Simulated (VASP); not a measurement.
# Ti2C (R-3m) in VASP: single point with LDA

Aim: the single point of Ti2C with LDA.

Everything below comes from runs of VASP 6.6.1. Logs are shortened: lines on timing, memory, paths and dates and some standing lists are left out, and cuts for length are marked.

### 1 The cell of the first run

It takes space group R-3m (No. 166, trigonal). The conventional cell has a = 3.081 Å, b = 3.081 Å, c = 14.441 Å, α = 90.00°, β = 90.00°, γ = 120.00°. Within 2.8 Å of Ti (site symmetry 3m) lie 3 C at 2.11 Å. Within 2.8 Å of C (site symmetry -3m) lie 6 Ti at 2.11 Å.

### 2 Single point, LDA

INCAR

```
SYSTEM = Ti2C
PREC     = Accurate       ! precision mode
ENCUT    = 520            ! plane-wave cutoff, eV
EDIFF    = 1E-6           ! SCF threshold, eV
ISMEAR   = 1              ! smearing method
SIGMA    = 0.05           ! smearing width, eV
LREAL    = .False.        ! projectors in reciprocal space
LASPH    = .True.         ! aspherical terms in the spheres
NELM     = 60             ! most SCF steps
ALGO     = Normal         ! electronic algorithm
ISIF     = 2              ! what is computed and relaxed
LWAVE    = .False.        ! write WAVECAR
LCHARG   = .False.        ! write CHGCAR
GGA      = CA             ! functional
NBANDS   = 21             ! bands
```

KPOINTS

```
Automatic mesh
0
Gamma
  9 9 9
  0 0 0
```

POSCAR

```
Ti2C
1.0
    1.5406980000      0.8895230000      4.8137700000
   -1.5406980000      0.8895230000      4.8137700000
    0.0000000000     -1.7790450000      4.8137700000
Ti C
2 1
Direct
    0.2454980000      0.2454980000      0.2454980000
    0.7545020000      0.7545020000      0.7545020000
    0.5000000000      0.5000000000      0.5000000000
```

Potentials or basis: VASP PAW LDA potentials, release 64 (Ti_sv, C).

Command:

```console
cat potpaw_LDA.64/Ti_sv/POTCAR potpaw_LDA.64/C/POTCAR > POTCAR
mpirun -np 1 vasp_std > vasp.out
```

OUTCAR:

```text
SYSTEM = Ti2C
   PREC = Accurate
   ENCUT = 520
   EDIFF = 1E-6
   ISMEAR = 1
   LREAL = .False.
   LASPH = .True.
   NELM = 60
   ISIF = 2
   GGA = CA

 ion  position               nearest neighbor table
   1  0.245  0.245  0.245-   3 2.11   3 2.11   3 2.11   2 2.89   2 2.89   2 2.89
   2  0.755  0.755  0.755-   3 2.11   3 2.11   3 2.11   1 2.89   1 2.89   1 2.89
   3  0.500  0.500  0.500-   1 2.11   1 2.11   2 2.11   2 2.11   1 2.11   2 2.11

  LATTYP: Found a trigonal (rhomboedric) cell.
 ALAT       =     5.1319960159
 COS(alpha) =     0.8197428057

  Lattice vectors:

 A1 = (   1.5406980000,   0.8895230000,   4.8137700000)
 A2 = (  -1.5406980000,   0.8895230000,   4.8137700000)
 A3 = (   0.0000000000,  -1.7790450000,   4.8137700000)

Analysis of symmetry for initial positions (statically):
=====================================================================
 Subroutine PRICEL returns:
 Original cell was already a primitive cell.

 Routine SETGRP: Setting up the symmetry group for a
 trigonal (rhombohedral) supercell.

 Subroutine GETGRP returns: Found 12 space group operations
 (whereof 12 operations were pure point group operations)
 out of a pool of 12 trial point group operations.

The static configuration has the point symmetry D_3d.

Analysis of symmetry for dynamics (positions and initial velocities):
=====================================================================
 Subroutine PRICEL returns:
 Original cell was already a primitive cell.

 Routine SETGRP: Setting up the symmetry group for a
 trigonal (rhombohedral) supercell.

 Subroutine GETGRP returns: Found 12 space group operations
 (whereof 12 operations were pure point group operations)
 out of a pool of 12 trial point group operations.

The dynamic configuration has the point symmetry D_3d.

 Subroutine INISYM returns: Found 12 space group operations
 (whereof 12 operations are pure point group operations),
 and found     1 'primitive' translations

----------------------------------------------------------------------------------------

                                     Primitive cell

  volume of cell :      39.5832

  direct lattice vectors                    reciprocal lattice vectors
     1.540698000  0.889523000  4.813770000     0.324528233  0.187366408  0.069245783
    -1.540698000  0.889523000  4.813770000    -0.324528233  0.187366408  0.069245783
     0.000000000 -1.779045000  4.813770000     0.000000000 -0.374732816  0.069245822

  length of vectors
     5.131996016  5.131996016  5.131995979     0.381077057  0.381077057  0.381076983

  position of ions in fractional coordinates (direct lattice)
     0.245498000  0.245498000  0.245498000
     0.754502000  0.754502000  0.754502000
     0.500000000  0.500000000  0.500000000

  ion indices of the primitive-cell ions
   primitive index   ion index
                 1           1
                 2           2
                 3           3

----------------------------------------------------------------------------------------

 KPOINTS: Automatic mesh

Automatic generation of k-mesh.
 Grid dimensions read from file:
 generate k-points for:    9    9    9

 Generating k-lattice:

  Cartesian coordinates                     Fractional coordinates (reciprocal lattice)
     0.036058693  0.020818490  0.007693976     0.111111111  0.000000000  0.000000000
    -0.036058693  0.020818490  0.007693976     0.000000000  0.111111111  0.000000000
     0.000000000 -0.041636980  0.007693980     0.000000000  0.000000000  0.111111111

  Length of vectors
     0.042341895  0.042341895  0.042341887

  Shift w.r.t. Gamma in fractional coordinates (k-lattice)
     0.000000000  0.000000000  0.000000000

 Subroutine IBZKPT returns following result:
 ===========================================

 Found     85 irreducible k-points:

 Following reciprocal coordinates:
            Coordinates               Weight
  0.000000  0.000000  0.000000      1.000000
  0.111111  0.000000  0.000000      6.000000
  0.222222 -0.000000  0.000000      6.000000
  0.333333  0.000000  0.000000      6.000000
  0.444444 -0.000000  0.000000      6.000000
  0.111111  0.111111  0.000000      6.000000
[... 16 lines left out ...]
 -0.333333  0.333333  0.000000      6.000000
  0.444444  0.444444  0.000000      6.000000
 [... further k-points ...]
   k-points           NKPTS =     85   k-points in BZ     NKDIM =     85   number of bands    NBANDS=     21
   number of dos      NEDOS =    301   number of ions     NIONS =      3
   total plane-waves  NPLWV =  64000
   dimension x,y,z NGX =    40 NGY =   40 NGZ =   40
   dimension x,y,z NGXF=    80 NGYF=   80 NGZF=   80
   ions per type =               2   1
   NGX,Y,Z   is equivalent  to a cutoff of  12.96, 12.96, 12.96 a.u.
   NGXF,Y,Z  is equivalent  to a cutoff of  25.92, 25.92, 25.92 a.u.
 SYSTEM =  Ti2C
   PREC   = accura    normal or accurate (medium, high low for compatibility)
   ISTART =      0    job   : 0-new  1-cont  2-samecut
   ICHARG =      2    charge: 1-file 2-atom 10-const
   ISPIN  =      1    spin polarized calculation?
   LNONCOLLINEAR =      F non collinear calculations
   LSORBIT =      F    spin-orbit coupling
   LASPH  =      T    aspherical Exc in radial PAW
   ENCUT  =  520.0 eV  38.22 Ry    6.18 a.u.   9.54  9.54  9.54*2*pi/ulx,y,z
   NELM   =     60;   NELMIN=  2; NELMDL= -5     # of ELM steps
   EDIFF  = 0.1E-05   stopping-criterion for ELM
   LREAL  =      F    real-space projection
   EDIFFG = 0.1E-04   stopping-criterion for IOM
   NSW    =      0    number of steps for IOM
   IBRION =     -1    ionic relax: 0-MD 1-quasi-New 2-CG
   NFREE  =      0    steps in history (QN), initial steepest desc. (CG)
   ISIF   =      2    stress and relaxation
   ISYM   =      2    0-nonsym 1-usesym 2-fastsym
   POTIM  = 0.5000    time-step for ionic-motion
   TEBEG  =    0.0;   TEEND  =   0.0 temperature during run
   PSTRESS=    0.0 pullay stress
   NELECT =      28.0000    total number of electrons
   NUPDOWN=      -1.0000    fix difference up-down
   EMIN   =  10.00;   EMAX   =-10.00  energy-range for DOS
   EFERMI =   0.00;   METHOD = LEGACY
   ISMEAR =     1;   SIGMA  =   0.05  broadening in eV -4-tet -1-fermi 0-gaus
   EFERMI_NEDOS =   21; number of points for ismear=-14 and -15
   IALGO  =     38    algorithm
   IMIX   =      4    mixing-type and parameters
     AMIX     =   0.40;   BMIX     =  1.00
     AMIX_MAG =   1.60;   BMIX_MAG =  1.00
  volume/ion in A,a.u.               =      13.19        89.04
  Fermi-wavevector in a.u.,A,eV,Ry     =   1.458670  2.756487 28.949374  2.127719
  Thomas-Fermi vector in A             =   2.575327
   LORBIT       =      0    0 simple, 1 ext, 2 COOP (PROOUT), +10 PAW based schemes
   GGA     = CA    functional components
   LHFCALC =     F    Hartree Fock is set to
   AEXX    =    0.0000 exact exchange contribution
   IVDW    =     0    specifies the selected vdW correction
   LEPSILON=     F    determine dielectric tensor
   LRPA    =     F    only Hartree local field effects (RPA)
 non-spin polarized calculation
 Methfessel and Paxton  Order N= 1 SIGMA  =   0.05
  energy-cutoff  :      520.00
  volume of cell :       39.58
 maximum number of plane-waves:      1079
 NGX is ok and might be reduce to    40
   NGX = 19   NGY = 19   NGZ = 19

 number of electron      28.0000004 magnetization

 Free energy of the ion-electron system (eV)
  ---------------------------------------------------
  ext. energy  EPLUGINS =         0.00000000
  ---------------------------------------------------
  free energy    TOTEN  =       -29.28430105 eV

  energy without entropy =      -29.28409345  energy(sigma->0) =      -29.28423185

 E-fermi :   8.1528     XC(G=0): -12.0978

 val. band max:        8.1424589505   @ k =   0.2222   0.1111   0.0000
 cond. band min:       8.1536135985   @ k =   0.4444   0.1111   0.0000
 fundamental gap:      0.0111546480
 Fermi energy:         8.1527868522

 k-point     1 :       0.0000    0.0000    0.0000
  band No.  band energies     occupation
      1     -47.8966      2.00000
      2     -47.7901      2.00000
      3     -24.8716      2.00000
      4     -24.3288      2.00000
      5     -24.3288      2.00000
      6     -24.2934      2.00000
[... 13 lines left out ...]
     20      11.1184      0.00000
     21      12.1771      0.00000

 k-point     2 :       0.1111    0.0000    0.0000
  band No.  band energies     occupation
      1     -47.8881      2.00000
      2     -47.7879      2.00000
      3     -24.8501      2.00000
      4     -24.3719      2.00000
      5     -24.3384      2.00000
      6     -24.3010      2.00000
[... 13 lines left out ...]
     20      11.2074      0.00000
     21      12.3898      0.00000

 k-point     3 :       0.2222   -0.0000    0.0000
  band No.  band energies     occupation
      1     -47.8656      2.00000
      2     -47.7833      2.00000
      3     -24.7917      2.00000
      4     -24.4748      2.00000
      5     -24.3939      2.00000
      6     -24.3626      2.00000
[... 13 lines left out ...]
     20      11.4308      0.00000
     21      12.9461      0.00000
[... 457 lines left out ...]
 k-point    23 :      -0.3333    0.3333    0.0000
  band No.  band energies     occupation
      1     -47.7916      2.00000
      2     -47.7916      2.00000
      3     -24.6828      2.00000
      4     -24.6398      2.00000
      5     -24.6101      2.00000
      6     -24.4660      2.00000
[... 13 lines left out ...]
     20      12.5091      0.00000
     21      12.5794      0.00000

 k-point    24 :       0.4444    0.4444    0.0000
  band No.  band energies     occupation
      1     -47.8176      2.00000
      2     -47.7798      2.00000
      3     -24.7752      2.00000
      4     -24.7550      2.00000
      5     -24.4472      2.00000
      6     -24.4315      2.00000
[... 13 lines left out ...]
     20      11.5729      0.00000
     21      12.0262      0.00000

 [... further k-points ...]

------------------------ aborting loop because EDIFF is reached ----------------------------------------

  FORCE on cell =-STRESS in cart. coord.  units (eV):
  Direction    XX          YY          ZZ          XY          YZ          ZX
  --------------------------------------------------------------------------------------
  -------------------------------------------------------------------------------------
  Total       -2.2401009     -2.2401022     -2.1361698      0.0000000     -0.0000001      0.0000000
  in kB      -90.6707144    -90.6707677    -86.4639822      0.0000000     -0.0000060      0.0000000
  external PRESSURE =     -89.2684881 kB  Pullay stress =       0.0000000 kB

 VOLUME and BASIS-vectors are now :
 -----------------------------------------------------------------------------
  energy-cutoff  :      520.00
  volume of cell :       39.58
      direct lattice vectors                 reciprocal lattice vectors
     1.540698000  0.889523000  4.813770000     0.324528233  0.187366408  0.069245783
    -1.540698000  0.889523000  4.813770000    -0.324528233  0.187366408  0.069245783
     0.000000000 -1.779045000  4.813770000     0.000000000 -0.374732816  0.069245822

 POSITION                                       TOTAL-FORCE (eV/Angst)
 -----------------------------------------------------------------------------------
      0.00000      0.00000      3.54531         0.000000     -0.000000     -0.326090
      0.00000      0.00000     10.89600         0.000000      0.000000      0.326090
      0.00000      0.00000      7.22065         0.000000      0.000000      0.000000
 -----------------------------------------------------------------------------------
    total drift:                                0.000000      0.000000     -0.000000

  FREE ENERGIE OF THE ION-ELECTRON SYSTEM (eV)
  ---------------------------------------------------
  free  energy   TOTEN  =       -29.2843010455 eV

  energy  without entropy=      -29.2840934524  energy(sigma->0) =      -29.28423185
```

It took 2.2 min on 1 thread of AMD EPYC 7R43 (Zen 3), shared host; peak memory 0.2 GiB.

What came out:

- Free energy: -29.2843 eV
- Pressure: -8.9 GPa
- Largest force: 0.326 eV/Å
- Band gap on the k mesh: zero (band 14 reaches 8.76 eV, above the bottom of band 15 at 7.97 eV)

Forces on the atoms (eV/Å):
```
Ti   0.000  0.000 -0.326
Ti   0.000  0.000  0.326
C    0.000  0.000  0.000
```
